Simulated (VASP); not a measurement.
# BN (gw) (I-4m2) in VASP: a series of runs, part 2 of 2

VASP 6.6.1. Earlier steps stand in the parts before.

**3. G0W0 quasiparticle levels, PBEsol**

Input file POSCAR:

```
BN
1.0
    0.0000000000      1.7845230034      1.8107618871
    1.7845230034      0.0000000000      1.8107618871
    1.7845230034      1.7845230034      0.0000000000
B N
1 1
Direct
    0.0000000000      0.0000000000      0.0000000000
    0.2500000000      0.2500000000      0.2500000000
```

Input file INCAR.step1:

```
SYSTEM = BN
ALGO = Normal
EDIFF = 1E-8
ENCUT = 500
GGA = PS
ISMEAR = 0
LASPH = .TRUE.
LCHARG = .FALSE.
LREAL = .FALSE.
LWAVE = .TRUE.
NELM = 100
PREC = Accurate
SIGMA = 0.01
```

Input file INCAR.step2:

```
SYSTEM = BN
ALGO = Exact
EDIFF = 1E-8
ENCUT = 500
GGA = PS
ISMEAR = 0
ISTART = 1
LASPH = .TRUE.
LCHARG = .FALSE.
LOPTICS = .TRUE.
LREAL = .FALSE.
LWAVE = .TRUE.
NBANDS = 34
NELM = 1
PREC = Accurate
SIGMA = 0.01
```

Input file INCAR.step3:

```
SYSTEM = BN
ALGO = EVGW0
EDIFF = 1E-8
ENCUT = 500
ENCUTGW = 100.0
GGA = PS
ISMEAR = 0
ISTART = 1
LASPH = .TRUE.
LCHARG = .FALSE.
LREAL = .FALSE.
LWAVE = .FALSE.
NBANDS = 34
NBANDSGW = 12
NELMGW = 1
NOMEGA = 48
PREC = Accurate
PRECFOCK = Fast
SIGMA = 0.01
```

Input file KPOINTS:

```
k-points
0
G
  6 6 6
  0 0 0
```

Potentials or basis: VASP PAW PBE potentials, release 64 (B_GW, N_GW).

Run with:

```
$ cat potpaw_PBE.64/B_GW/POTCAR potpaw_PBE.64/N_GW/POTCAR > POTCAR
$ cp INCAR.step1 INCAR
$ mpirun -np 1 vasp_std > vasp.out
$ cp INCAR.step2 INCAR
$ mpirun -np 1 vasp_std > vasp.out
$ cp INCAR.step3 INCAR
$ mpirun -np 1 vasp_std > vasp.out
```

OUTCAR:

```text
SYSTEM = BN
   EDIFF = 1E-8
   ENCUT = 500
   ENCUTGW = 100.0
   GGA = PS
   ISMEAR = 0
   ISTART = 1
   LASPH = .TRUE.
   LREAL = .FALSE.
   NELMGW = 1
   PREC = Accurate
   PRECFOCK = Fast

 ion  position               nearest neighbor table
   1  0.000  0.000  0.000-   2 1.55   2 1.55   2 1.55   2 1.55
   2  0.250  0.250  0.250-   1 1.55   1 1.55   1 1.55   1 1.55

  LATTYP: Found a body centered tetragonal cell.
 ALAT       =     2.5236966338
 C/A-ratio  =     1.4350075701

  Lattice vectors:

 A1 = (  -1.7845230034,   0.0000000000,   1.8107618871)
 A2 = (   1.7845230034,   0.0000000000,   1.8107618871)
 A3 = (   0.0000000000,   1.7845230034,  -1.8107618871)

Analysis of symmetry for initial positions (statically):
=====================================================================
 Subroutine PRICEL returns:
 Original cell was already a primitive cell.

 Routine SETGRP: Setting up the symmetry group for a
 body centered tetragonal supercell.

 Subroutine GETGRP returns: Found  8 space group operations
 (whereof  8 operations were pure point group operations)
 out of a pool of 16 trial point group operations.

The static configuration has the point symmetry D_2d.

Analysis of symmetry for dynamics (positions and initial velocities):
=====================================================================
 Subroutine PRICEL returns:
 Original cell was already a primitive cell.

 Routine SETGRP: Setting up the symmetry group for a
 body centered tetragonal supercell.

 Subroutine GETGRP returns: Found  8 space group operations
 (whereof  8 operations were pure point group operations)
 out of a pool of 16 trial point group operations.

The dynamic configuration has the point symmetry D_2d.

 Subroutine INISYM returns: Found  8 space group operations
 (whereof  8 operations are pure point group operations),
 and found     1 'primitive' translations

----------------------------------------------------------------------------------------

                                     Primitive cell

  volume of cell :      11.5328

  direct lattice vectors                    reciprocal lattice vectors
     0.000000000  1.784523003  1.810761887    -0.280186918  0.280186918  0.276126863
     1.784523003  0.000000000  1.810761887     0.280186918 -0.280186918  0.276126863
     1.784523003  1.784523003  0.000000000     0.280186918  0.280186918 -0.276126863

  length of vectors
     2.542318029  2.542318029  2.523696634     0.482965281  0.482965281  0.482965281

  position of ions in fractional coordinates (direct lattice)
     0.000000000  0.000000000  0.000000000
     0.250000000  0.250000000  0.250000000

  ion indices of the primitive-cell ions
   primitive index   ion index
                 1           1
[... 22 lines left out ...]

 Subroutine IBZKPT returns following result:
 ===========================================

 Found     30 irreducible k-points:

 Following reciprocal coordinates:
            Coordinates               Weight
  0.000000  0.000000  0.000000      1.000000
  0.166667  0.000000  0.000000      8.000000
  0.333333  0.000000  0.000000      8.000000
  0.500000 -0.000000  0.000000      4.000000
  0.166667  0.166667  0.000000      2.000000
  0.333333  0.166667  0.000000      8.000000
[... 16 lines left out ...]
  0.333333  0.000000  0.333333      4.000000
  0.500000 -0.000000  0.333333     16.000000
 [... further k-points ...]
   k-points           NKPTS =     30   k-points in BZ     NKDIM =    216   number of bands    NBANDS=     34
   number of dos      NEDOS =    301   number of ions     NIONS =      2
   total plane-waves  NPLWV =   7200
   dimension x,y,z NGX =    20 NGY =   20 NGZ =   18
   dimension x,y,z NGXF=    40 NGYF=   40 NGZF=   36
   ions per type =               1   1
   NGX,Y,Z   is equivalent  to a cutoff of  13.08, 13.08, 11.86 a.u.
   NGXF,Y,Z  is equivalent  to a cutoff of  26.16, 26.16, 23.71 a.u.
 SYSTEM =  BN
   PREC   = accura    normal or accurate (medium, high low for compatibility)
   ISTART =      1    job   : 0-new  1-cont  2-samecut
   ICHARG =      0    charge: 1-file 2-atom 10-const
   ISPIN  =      1    spin polarized calculation?
   LNONCOLLINEAR =      F non collinear calculations
   LSORBIT =      F    spin-orbit coupling
   LASPH  =      T    aspherical Exc in radial PAW
   ENCUT  =  500.0 eV  36.75 Ry    6.06 a.u.   4.64  4.64  4.60*2*pi/ulx,y,z
   NELM   =     60;   NELMIN=  2; NELMDL=  0     # of ELM steps
   EDIFF  = 0.1E-07   stopping-criterion for ELM
   LREAL  =      F    real-space projection
   EDIFFG = 0.1E-06   stopping-criterion for IOM
   NSW    =      0    number of steps for IOM
   IBRION =     -1    ionic relax: 0-MD 1-quasi-New 2-CG
   NFREE  =      0    steps in history (QN), initial steepest desc. (CG)
   ISIF   =      0    stress and relaxation
   ISYM   =      3    0-nonsym 1-usesym 2-fastsym
   POTIM  = 0.5000    time-step for ionic-motion
   TEBEG  =    0.0;   TEEND  =   0.0 temperature during run
   PSTRESS=    0.0 pullay stress
   NELECT =       8.0000    total number of electrons
   NUPDOWN=      -1.0000    fix difference up-down
   EMIN   =  10.00;   EMAX   =-10.00  energy-range for DOS
   EFERMI =   0.00;   METHOD = LEGACY
   ISMEAR =     0;   SIGMA  =   0.01  broadening in eV -4-tet -1-fermi 0-gaus
   EFERMI_NEDOS =   21; number of points for ismear=-14 and -15
   IALGO  =     38    algorithm
   IMIX   =      4    mixing-type and parameters
     AMIX     =   0.40;   BMIX     =  1.00
     AMIX_MAG =   1.60;   BMIX_MAG =  1.00
  volume/ion in A,a.u.               =       5.77        38.91
  Fermi-wavevector in a.u.,A,eV,Ry     =   1.449193  2.738578 28.574423  2.100161
  Thomas-Fermi vector in A             =   2.566948
   LORBIT       =      0    0 simple, 1 ext, 2 COOP (PROOUT), +10 PAW based schemes
   GGA     = PS    functional components
   LHFCALC =     T    Hartree Fock is set to
   PRECFOCK=fast      Normal, Fast or Accurate (Low or Medium for compatibility)
   ENCUT4O =  -1.0   cutoff for four orbital integrals eV
   NKREDX  =     1    reduce k-point grid by
   NKREDY  =     1    reduce k-point grid by
   NKREDZ  =     1    reduce k-point grid by
   AEXX    =    1.0000 exact exchange contribution
   HFSCREEN=    0.0000 screening length (either q_TF or 0.3 A-1)
   HFSCREENC=   0.0000 screening length for correlation (either q_TF or 0.3 A-1)
   ENCUTFOCK=  -1.0 apply spherical cutoff to Coloumb kernel
   IVDW    =     0    specifies the selected vdW correction
   LEPSILON=     F    determine dielectric tensor
   LRPA    =     F    only Hartree local field effects (RPA)
   LRPAFORCE           =     F    calculate RPA forces
   ENCUTGW             = 100.0    cutoff for response function in eV
   ENCUTGWSOFT         =  80.0    soft cutoff for Coulomb kernel in GW response function in eV
   ENCUTLF             =  -1.0    cutoff for local field effects
   NELMGW              =     1    number of iterations in solving QP/BSE equation
   NELMHF              =     1    number of iterations in the inner HF iteration
   NKREDLFX            =     1    NKREDLFY  =   1   NKREDLFZ  =   1
 non-spin polarized calculation
 Gauss-broadening in eV      SIGMA  =   0.01
  energy-cutoff  :      500.00
  volume of cell :       11.53
 maximum number of plane-waves:       304
 NGX is ok and might be reduce to    20
  NGX = 12; NGY = 12; NGZ = 12
   NGX =  9   NGY =  9   NGZ =  9
 maximum number of plane-waves:        30
 NGX is ok and might be reduce to    10

 QP shifts <psi_nk| G(iteration)W_0 |psi_nk>: iteration 1
 for sc-GW calculations column KS-energies equals QP-energies in previous step
 and V_xc(KS)=  KS-energies - (<T + V_ion + V_H > + <T+V_H+V_ion>^1  + <V_x>^1)

 k-point   1 :       0.0000    0.0000    0.0000
  band No.  KS-energies  QP-energies   sigma(KS)   V_xc(KS)     V^pw_x(r,r')   Z            occupation Imag(sigma)

      1     -12.8113     -14.6056     -17.8095     -15.4963     -26.5462       0.7757       2.0000       1.4568
      2       7.6202       7.1328     -18.8399     -18.2518     -21.9194       0.8288       2.0000       0.0892
      3       7.7705       7.2910     -18.8577     -18.2787     -21.9388       0.8282       2.0000       0.0892
      4       7.7705       7.2910     -18.8577     -18.2787     -21.9388       0.8282       2.0000       0.0892
      5      16.5627      18.1685     -11.9968     -13.9187      -7.0666       0.8355       0.0000      -0.1117
      6      16.5627      18.1685     -11.9968     -13.9187      -7.0666       0.8355       0.0000      -0.1117
      7      16.6654      18.2774     -12.0330     -13.9622      -7.1036       0.8356       0.0000      -0.1115
      8      18.3737      19.7706     -13.8228     -15.5297      -8.3643       0.8183       0.0000      -0.1392
      9      32.6812      33.5928     -10.6669     -11.8132      -3.3422       0.7952       0.0000      -0.6062
     10      35.3030      36.8946     -11.5995     -13.4960      -5.5369       0.8393       0.0000      -0.5471
     11      35.6227      36.7310     -10.1494     -11.4756      -3.1217       0.8356       0.0000      -0.9372
     12      36.1080      37.7156     -11.6256     -13.5437      -5.4996       0.8381       0.0000      -0.5929
[... 356 lines left out ...]
      1      -7.5587      -8.9879     -18.7728     -16.8791     -26.5236       0.7547       2.0000       0.7492
      2      -0.5508      -1.8673     -17.4277     -15.7533     -22.3383       0.7863       2.0000       0.2106
      3       1.5899       0.4977     -17.1442     -15.7857     -21.2577       0.8039       2.0000       0.1522
      4       3.1935       2.2606     -17.6690     -16.5184     -21.5321       0.8108       2.0000       0.1289
      5      13.7710      14.9052     -11.9621     -13.3043      -7.4697       0.8451       0.0000      -0.0988
      6      18.7786      20.1300     -11.9021     -13.5202      -6.7861       0.8352       0.0000      -0.1227
      7      24.0742      26.1151     -13.2901     -15.8757      -6.6760       0.7893       0.0000      -0.2441
      8      24.5016      26.5324     -13.4025     -15.9829      -6.7046       0.7870       0.0000      -0.2546
      9      28.0495      30.0171     -13.6480     -16.1669      -6.6195       0.7811       0.0000      -0.3604
     10      34.8017      36.5490     -11.7560     -13.9462      -3.9701       0.7978       0.0000      -0.8643
     11      38.1233      39.6799     -11.2943     -13.1750      -4.3348       0.8276       0.0000      -0.9159
     12      42.6262      44.1249     -10.6707     -12.4768      -3.2417       0.8298       0.0000      -1.2317

 [... further k-points ...]
```

Run time: 36 s. Hardware: 1 thread of Intel Xeon 6975P-C (Granite Rapids), shared host; peak memory 0.19 GiB.

What came out:

- Band gap on the k mesh, mean-field level: 4.17 eV, indirect (least direct gap 8.79 eV)
- Quasiparticle gap: 5.64 eV
- Least direct quasiparticle gap: 10.88 eV

Caveat: the k points lie up to 0.51 Å⁻¹ apart; bands, screening cutoff and mesh are small and nothing is extrapolated, so the quasiparticle values aren't converged.
